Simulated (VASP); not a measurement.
# MoP (P-6m2) in VASP: further runs

MoP is run at these levels: PBEsol; tasks: relaxation of cell and atoms.

Everything below comes from runs of VASP 6.6.1. Logs are shortened: lines on timing, memory, paths and dates and some standing lists are left out, and cuts for length are marked.

**1. The cell of the first run**

It takes space group P-6m2 (No. 187, hexagonal). Conventional cell: a = 3.223 Å, b = 3.223 Å, c = 3.191 Å, α = 90.00°, β = 90.00°, γ = 120.00°. Within 3.3 Å of Mo (site symmetry -6m2) lie 6 P at 2.45 Å and 8 Mo at 3.19 to 3.22 Å. P (site symmetry -6m2) has 6 Mo at 2.45 Å and 8 P at 3.19 to 3.22 Å within 3.3 Å.

**2. Relaxation of cell and atoms, PBEsol, target pressure 20 GPa, at which the enthalpy is minimised**

Contents of INCAR:

```
PREC     = Accurate       # precision mode
ENCUT    = 500            # plane-wave cutoff, eV
EDIFF    = 1E-7           # SCF threshold, eV
ISMEAR   = -1             # smearing method
SIGMA    = 0.05           # smearing width, eV
LREAL    = F              # projectors in reciprocal space
LASPH    = T              # aspherical terms in the spheres
NELM     = 120            # most SCF steps
ALGO     = Normal         # electronic algorithm
ISIF     = 3              # what is computed and relaxed
LWAVE    = F              # write WAVECAR
LCHARG   = F              # write CHGCAR
GGA      = PS             # functional
IBRION   = 2              # ionic algorithm
NSW      = 80             # ionic steps
EDIFFG   = -0.005         # ionic threshold
PSTRESS  = 200.0        
GGA_COMPAT= F            
NELMIN   = 4
```

Contents of KPOINTS:

```
regular mesh
0
Gamma
  10 10 8
```

Contents of POSCAR:

```
MoP
1.0
    3.2230000000      0.0000000000      0.0000000000
   -1.6115000000      2.7911998764      0.0000000000
    0.0000000000      0.0000000000      3.1910000000
Mo P
1 1
Direct
    0.0000000000      0.0000000000      0.0000000000
    0.3333333333      0.6666666667      0.5000000000
```

Potentials or basis: VASP PAW PBE potentials, release 64 (Mo_sv, P).

The run is started by

```
$ cat potpaw_PBE.64/Mo_sv/POTCAR potpaw_PBE.64/P/POTCAR > POTCAR
$ mpirun -np 1 vasp_std > vasp.out
```

OUTCAR:

```text
PREC = Accurate
   ENCUT = 500
   EDIFF = 1E-7
   ISMEAR = -1
   LREAL = F
   LASPH = T
   NELM = 120
   ISIF = 3
   GGA = PS
   IBRION = 2
   NSW = 80
   EDIFFG = -0.005
   PSTRESS = 200.0
   NELMIN = 4

 ion  position               nearest neighbor table
   1  0.000  0.000  0.000-   2 2.45   2 2.45   2 2.45   2 2.45   2 2.45   2 2.45
   2  0.333  0.667  0.500-   1 2.45   1 2.45   1 2.45   1 2.45   1 2.45   1 2.45

  LATTYP: Found a hexagonal cell.
 ALAT       =     3.2230000000
 C/A-ratio  =     0.9900713621

  Lattice vectors:

 A1 = (   3.2230000000,   0.0000000000,   0.0000000000)
 A2 = (  -1.6115000000,   2.7911998764,   0.0000000000)
 A3 = (   0.0000000000,   0.0000000000,   3.1910000000)

Analysis of symmetry for initial positions (statically):
=====================================================================
 Subroutine PRICEL returns:
 Original cell was already a primitive cell.

 Routine SETGRP: Setting up the symmetry group for a
 hexagonal supercell.

 Subroutine GETGRP returns: Found 12 space group operations
 (whereof 12 operations were pure point group operations)
 out of a pool of 24 trial point group operations.

The static configuration has the point symmetry D_3h.

Analysis of symmetry for dynamics (positions and initial velocities):
=====================================================================
 Subroutine PRICEL returns:
 Original cell was already a primitive cell.

 Routine SETGRP: Setting up the symmetry group for a
 hexagonal supercell.

 Subroutine GETGRP returns: Found 12 space group operations
 (whereof 12 operations were pure point group operations)
 out of a pool of 24 trial point group operations.

The dynamic configuration has the point symmetry D_3h.

 Subroutine INISYM returns: Found 12 space group operations
 (whereof 12 operations are pure point group operations),
 and found     1 'primitive' translations

----------------------------------------------------------------------------------------

                                     Primitive cell

  volume of cell :      28.7064

  direct lattice vectors                    reciprocal lattice vectors
     3.223000000  0.000000000  0.000000000     0.310269935  0.179134430  0.000000000
    -1.611500000  2.791199876  0.000000000     0.000000000  0.358268861  0.000000000
     0.000000000  0.000000000  3.191000000     0.000000000  0.000000000  0.313381385

  length of vectors
     3.223000000  3.223000000  3.191000000     0.358268861  0.358268861  0.313381385

  position of ions in fractional coordinates (direct lattice)
     0.000000000  0.000000000  0.000000000
     0.333333333  0.666666667  0.500000000

  ion indices of the primitive-cell ions
   primitive index   ion index
                 1           1
                 2           2

----------------------------------------------------------------------------------------

 KPOINTS: regular mesh

Automatic generation of k-mesh.
 Grid dimensions read from file:
 generate k-points for:   10   10    8

 Generating k-lattice:

  Cartesian coordinates                     Fractional coordinates (reciprocal lattice)
     0.031026993  0.017913443  0.000000000     0.100000000 -0.000000000  0.000000000
     0.000000000  0.035826886  0.000000000     0.000000000  0.100000000  0.000000000
     0.000000000  0.000000000  0.039172673     0.000000000  0.000000000  0.125000000

  Length of vectors
     0.035826886  0.035826886  0.039172673

  Shift w.r.t. Gamma in fractional coordinates (k-lattice)
     0.000000000  0.000000000  0.000000000

 Subroutine IBZKPT returns following result:
 ===========================================

 Found     70 irreducible k-points:

 Following reciprocal coordinates:
            Coordinates               Weight
  0.000000  0.000000  0.000000      1.000000
  0.100000 -0.000000  0.000000      6.000000
  0.200000 -0.000000  0.000000      6.000000
  0.300000 -0.000000  0.000000      6.000000
  0.400000  0.000000  0.000000      6.000000
  0.500000 -0.000000  0.000000      3.000000
[... 16 lines left out ...]
  0.300000  0.100000  0.125000     24.000000
  0.400000  0.100000  0.125000     24.000000
 [... further k-points ...]
   k-points           NKPTS =     70   k-points in BZ     NKDIM =     70   number of bands    NBANDS=     13
   number of dos      NEDOS =    301   number of ions     NIONS =      2
   total plane-waves  NPLWV =  13824
   dimension x,y,z NGX =    24 NGY =   24 NGZ =   24
   dimension x,y,z NGXF=    48 NGYF=   48 NGZF=   48
   ions per type =               1   1
   NGX,Y,Z   is equivalent  to a cutoff of  12.38, 12.38, 12.50 a.u.
   NGXF,Y,Z  is equivalent  to a cutoff of  24.76, 24.76, 25.01 a.u.
 SYSTEM =  unknown system
   PREC   = accura    normal or accurate (medium, high low for compatibility)
   ISTART =      0    job   : 0-new  1-cont  2-samecut
   ICHARG =      2    charge: 1-file 2-atom 10-const
   ISPIN  =      1    spin polarized calculation?
   LNONCOLLINEAR =      F non collinear calculations
   LSORBIT =      F    spin-orbit coupling
   LASPH  =      T    aspherical Exc in radial PAW
   ENCUT  =  500.0 eV  36.75 Ry    6.06 a.u.   5.88  5.88  5.82*2*pi/ulx,y,z
   NELM   =    120;   NELMIN=  4; NELMDL= -5     # of ELM steps
   EDIFF  = 0.1E-06   stopping-criterion for ELM
   LREAL  =      F    real-space projection
   EDIFFG = -.5E-02   stopping-criterion for IOM
   NSW    =     80    number of steps for IOM
   IBRION =      2    ionic relax: 0-MD 1-quasi-New 2-CG
   NFREE  =      1    steps in history (QN), initial steepest desc. (CG)
   ISIF   =      3    stress and relaxation
   ISYM   =      2    0-nonsym 1-usesym 2-fastsym
   POTIM  = 0.5000    time-step for ionic-motion
   TEBEG  =    0.0;   TEEND  =   0.0 temperature during run
   PSTRESS=  200.0 pullay stress
   NELECT =      19.0000    total number of electrons
   NUPDOWN=      -1.0000    fix difference up-down
   EMIN   =  10.00;   EMAX   =-10.00  energy-range for DOS
   EFERMI =   0.00;   METHOD = LEGACY
   ISMEAR =    -1;   SIGMA  =   0.05  broadening in eV -4-tet -1-fermi 0-gaus
   EFERMI_NEDOS =   21; number of points for ismear=-14 and -15
   IALGO  =     38    algorithm
   IMIX   =      4    mixing-type and parameters
     AMIX     =   0.40;   BMIX     =  1.00
     AMIX_MAG =   1.60;   BMIX_MAG =  1.00
  volume/ion in A,a.u.               =      14.35        96.86
  Fermi-wavevector in a.u.,A,eV,Ry     =   1.426702  2.696076 27.694378  2.035479
  Thomas-Fermi vector in A             =   2.546951
   LORBIT       =      0    0 simple, 1 ext, 2 COOP (PROOUT), +10 PAW based schemes
   GGA     = PS    functional components
   LHFCALC =     F    Hartree Fock is set to
   AEXX    =    0.0000 exact exchange contribution
   IVDW    =     0    specifies the selected vdW correction
   LEPSILON=     F    determine dielectric tensor
   LRPA    =     F    only Hartree local field effects (RPA)
 conjugate gradient relaxation of ions
 non-spin polarized calculation
  energy-cutoff  :      500.00
  volume of cell :       28.71
 maximum number of plane-waves:       742
 NGX is ok and might be reduce to    24
   NGX = 11   NGY = 11   NGZ = 11

--------------------------------------- Ionic step        1  -------------------------------------------

 number of electron      18.9999999 magnetization

 Free energy of the ion-electron system (eV)
  ---------------------------------------------------
  ext. energy  EPLUGINS =         0.00000000
  ---------------------------------------------------
  free energy    TOTEN  =       -19.05753523 eV

  energy without entropy =      -19.05337864  energy(sigma->0) =      -19.05545693

------------------------ aborting loop because EDIFF is reached ----------------------------------------

  FORCE on cell =-STRESS in cart. coord.  units (eV):
  Direction    XX          YY          ZZ          XY          YZ          ZX
  --------------------------------------------------------------------------------------
  -------------------------------------------------------------------------------------
  Total       -0.5532474     -0.5532474     -0.7571143     -0.0000000      0.0000000      0.0000000
  in kB      -30.8781933    -30.8781933    -42.2565460     -0.0000000      0.0000000      0.0000000
  external PRESSURE =    -234.6709775 kB  Pullay stress =     200.0000000 kB
[... 93 lines left out ...]
  FREE ENERGIE OF THE ION-ELECTRON SYSTEM (eV)
  ---------------------------------------------------
  free  energy   TOTEN  =       -18.9743801791 eV

  energy  without entropy=      -18.9709083943  energy(sigma->0) =      -18.97264429

  enthalpy is  TOTEN    =       -15.6572043218 eV   P V=        3.3171758573

[... ionic steps 4 to 7 ...]

--------------------------------------- Ionic step        8  -------------------------------------------

 number of electron      19.0000003 magnetization

------------------------ aborting loop because EDIFF is reached ----------------------------------------

  FORCE on cell =-STRESS in cart. coord.  units (eV):
  Direction    XX          YY          ZZ          XY          YZ          ZX
  --------------------------------------------------------------------------------------
  -------------------------------------------------------------------------------------
  Total        3.2963363      3.2963363      3.2835603      0.0000000     -0.0000000      0.0000000
  in kB      200.9419452    200.9419452    200.1631322      0.0000000     -0.0000000      0.0000000
  external PRESSURE =       0.6823409 kB  Pullay stress =     200.0000000 kB
[... 61 lines left out ...]
  enthalpy is  TOTEN    =       -15.6635966379 eV   P V=        3.2831141528

--------------------------------------- Ionic step       10  -------------------------------------------

 number of electron      19.0000003 magnetization

 Free energy of the ion-electron system (eV)
  ---------------------------------------------------
  ext. energy  EPLUGINS =         0.00000000
  ---------------------------------------------------
  free energy    TOTEN  =       -18.94532380 eV

  energy without entropy =      -18.94172911  energy(sigma->0) =      -18.94352645

 E-fermi :  13.2238     XC(G=0): -13.1685

 val. band max:       13.1830832669   @ k =   0.3000  -0.0000   0.3750
 cond. band min:      13.2271262966   @ k =   0.2000  -0.0000   0.0000
 fundamental gap:      0.0440430297
 Fermi energy:        13.2237830036

 k-point     1 :       0.0000    0.0000    0.0000
  band No.  band energies     occupation
      1     -47.8022      2.00000
      2     -22.0412      2.00000
      3     -21.7445      2.00000
      4     -21.7445      2.00000
      5      -1.3188      2.00000
      6       8.4308      2.00000
      7       9.6989      2.00000
      8       9.6989      2.00000
      9      12.4574      2.00000
     10      13.5436      0.00333
     11      13.5436      0.00333
     12      17.8081      0.00000
     13      17.8081      0.00000
[... 353 lines left out ...]
 k-point    24 :       0.4000    0.1000    0.1250
  band No.  band energies     occupation
      1     -47.7449      2.00000
      2     -22.2127      2.00000
      3     -22.0215      2.00000
      4     -21.8810      2.00000
      5       1.7439      2.00000
      6       5.7116      2.00000
      7       8.2527      2.00000
      8       9.5508      2.00000
      9      10.8513      2.00000
     10      13.6892      0.00018
     11      15.2540      0.00000
     12      15.7595      0.00000
     13      17.9668      0.00000

 [... further k-points ...]
[... 5 lines left out ...]
  --------------------------------------------------------------------------------------
  -------------------------------------------------------------------------------------
  Total        3.2834517      3.2834517      3.2724682      0.0000000     -0.0000000      0.0000000
  in kB      200.1053832    200.1053832    199.4360105      0.0000000     -0.0000000      0.0000000
  external PRESSURE =      -0.1177411 kB  Pullay stress =     200.0000000 kB
[... 17 lines left out ...]
  FREE ENERGIE OF THE ION-ELECTRON SYSTEM (eV)
  ---------------------------------------------------
  free  energy   TOTEN  =       -18.9453237976 eV

  energy  without entropy=      -18.9417291081  energy(sigma->0) =      -18.94352645

  enthalpy is  TOTEN    =       -15.6636013076 eV   P V=        3.2817224900

 reached required accuracy - stopping structural energy minimisation
```

Run time: 72 s. Hardware: 1 thread of Intel Xeon Platinum 8375C at 2.90GHz (Ice Lake), shared host; peak memory 0.16 GiB.

What came out:

```yaml
Free_energy: -18.9453 eV
Relaxed_volume: 13.14 Å³/atom
Relaxed_cell: a = 3.115 Å, b = 3.115 Å, c = 3.129 Å, α = 90.00°, β = 90.00°, γ = 120.00°
Space_group_after_relaxing_to_0.1_Å: P-6m2 (No. 187)
Energy_change_on_relaxing_the_run_minimises_the_enthalpy: +56.1 meV/atom
Ionic_steps: 10
Pressure_after_relaxing: 20.0 GPa
Band_gap_on_the_k_mesh: zero (an odd number of electrons rules out a gap without spin polarisation)
```

The path:
```tsv
step	energy change (eV)	largest force (eV/Å)	pressure (GPa)	volume (Å³)
1	0.0000	0.0000	-3.47	28.71
2	2.5460	0.0000	142.62	20.83
3	0.0832	0.0000	17.34	26.57
4	0.1019	0.0000	19.31	26.41
5	0.1083	0.0000	19.95	26.36
6	0.1142	0.0000	20.09	26.27
7	0.1129	0.0000	20.06	26.28
8	0.1131	0.0000	20.07	26.28
9	0.1108	0.0000	19.86	26.30
10	0.1122	0.0000	19.99	26.29
```

Final structure:
```yaml
crystal:
  lattice:
    - [3.11457, 0.00000, 0.00000]
    - [-1.55728, 2.69730, 0.00000]
    - [0.00000, 0.00000, 3.12936]
  atoms:
    - { symbol: Mo, position: [0.00000, 0.00000, 0.00000] }
    - { symbol: P, position: [0.33333, 0.66667, 0.50000] }
```

Caveat: the cell is relaxed towards a set pressure, so the run minimises the enthalpy, not the energy; the PAW data sets were made with another functional, which shifts forces and pressure a little; an odd number of electrons without spin polarisation forces a metal; a magnetic or distorted state may lie lower.

(Part 1 of 2 ends here.)

The gap in the log of VASP goes by the Fermi energy; the results here count the filled bands.